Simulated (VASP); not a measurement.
Set up this calculation in VASP 6.6.1, as the native input.

```yaml
Task: single point
Functional: PBE
Potentials_or_basis: VASP PAW PBE potentials, release 64 (Ga_d, F)
Cutoff: 520 eV
k_mesh: 8 × 8 × 8
Occupations: fermi-dirac, width 0.05 eV
Spin: no spin polarisation
Dipole_correction: no
Further_INCAR_settings: ALGO = Normal; EDIFF = 1e-06; NBANDS = 17
```

The structure of GaF lies in POSCAR:

```
GaF
1.0
    0.0000000000      2.8650898209      2.8650898209
    2.8650898209      0.0000000000      2.8650898209
    2.8650898209      2.8650898209      0.0000000000
Ga F
1 1
Direct
    0.2500000000      0.2500000000      0.2500000000
    0.0000000000      0.0000000000      0.0000000000
```

The input as run:

INCAR

```
ALGO = Normal ; EDIFF = 1E-6
ENCUT = 520 ; GGA = PE
ISIF = 2 ; ISMEAR = -1
LASPH = True ; LCHARG = False
LREAL = False ; LWAVE = False
NBANDS = 17 ; NELM = 80
PREC = Accurate ; SIGMA = 0.05
```

KPOINTS

```
k-points
0
Gamma
  8 8 8
```

Potentials or basis: VASP PAW PBE potentials, release 64 (Ga_d, F).

Run with:

```sh
$ cat potpaw_PBE.64/Ga_d/POTCAR potpaw_PBE.64/F/POTCAR > POTCAR
$ mpirun -np 1 vasp_std > vasp.out
```

Results of the run:

The pressure is -0.6 GPa and the band gap on the k mesh is 2.35 eV, indirect (least direct gap 2.36 eV).

Wall time 12 s on 1 thread of Intel(R) Xeon(R) 6975P-C (Granite Rapids), with other jobs on the host, peak memory 0.17 GiB.
